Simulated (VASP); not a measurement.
A run of VASP 6.6.1 is set up as follows.

File INCAR:

```
PREC = Accurate
ENCUT = 520
EDIFF = 1E-7
ISMEAR = -1
SIGMA = 0.1
LREAL = False
LASPH = True
NELM = 80
ALGO = Normal
ISIF = 2
LWAVE = False
LCHARG = False
GGA = B5
ALDAX = 1.0
AGGAX = 1.0
AGGAC = 1.0
ALDAC = 0.0
NBANDS = 10
```

Contents of KPOINTS:

```
regular mesh
0
Gamma
  16 16 16
```

Contents of POSCAR:

```
Ir
1.0
   -1.6442558789      1.6442558789      1.6442558789
    1.6442558789     -1.6442558789      1.6442558789
    1.6442558789      1.6442558789     -1.6442558789
Ir
1
Direct
    0.0000000000      0.0000000000      0.0000000000
```

Potentials or basis: VASP PAW PBE potentials, release 64 (Ir).

Launch:

```bash
$ cat potpaw_PBE.64/Ir/POTCAR > POTCAR
$ mpirun -np 1 vasp_std > vasp.out
```

Estimate the pressure.

-20.2 GPa.

Caveat: the PAW data sets were made with another functional, which shifts forces and pressure a little.
